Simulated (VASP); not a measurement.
**InSe: single point with r2SCAN+D3(BJ)**

InSe:

```
In Se
1.0
     0.00000    2.70582    2.70582
     2.70582    0.00000    2.70582
     2.70582    2.70582    0.00000
In Se
1 1
Direct
  0.00000 0.00000 0.00000
  0.50000 0.50000 0.50000
```

* Program: VASP 6.6.1
* Task: single point
* Functional: r2SCAN
* Dispersion: D3(BJ)
* Potentials or basis: VASP PAW PBE potentials, release 64 (In_d, Se)
* Cutoff: 520 eV
* k mesh: 14 × 14 × 14
* Occupations: gaussian, width 0.05 eV
* Spin: no spin polarisation
* Dipole correction: no
* Further INCAR settings: ALGO = Normal; EDIFF = 1e-06; NBANDS = 16

| Quantity | Value |
| --- | --- |
| Pressure | 22.5 GPa |
| Band gap on the k mesh | zero (an odd number of electrons rules out a gap without spin polarisation) |
| Dispersion energy per atom | -0.211 eV |

Levels at points of the mesh, in eV from the Fermi level:
```
           k point  band 8  band 9  band 10  band 11  band 12  band 13
(0.00, 0.00, 0.00)   -3.55   -3.55    -2.12     6.18     6.18     6.18
(0.50, 0.00, 0.00)   -3.02   -3.02     0.46     2.14     2.14     3.91
(0.50, 0.50, 0.00)   -5.57   -5.57    -4.32     2.47     8.95     8.95
```

Wall time 90 s on 1 thread of Intel(R) Xeon(R) 6975P-C (Granite Rapids), with other jobs on the host, peak memory 0.22 GiB.

Caveat: the cell stands under pressure; the PAW data sets were made with another functional, which shifts forces and pressure a little; spin-orbit coupling is left out, which moves the levels of the heavy elements; an odd number of electrons without spin polarisation forces a metal; a magnetic or distorted state may lie lower.
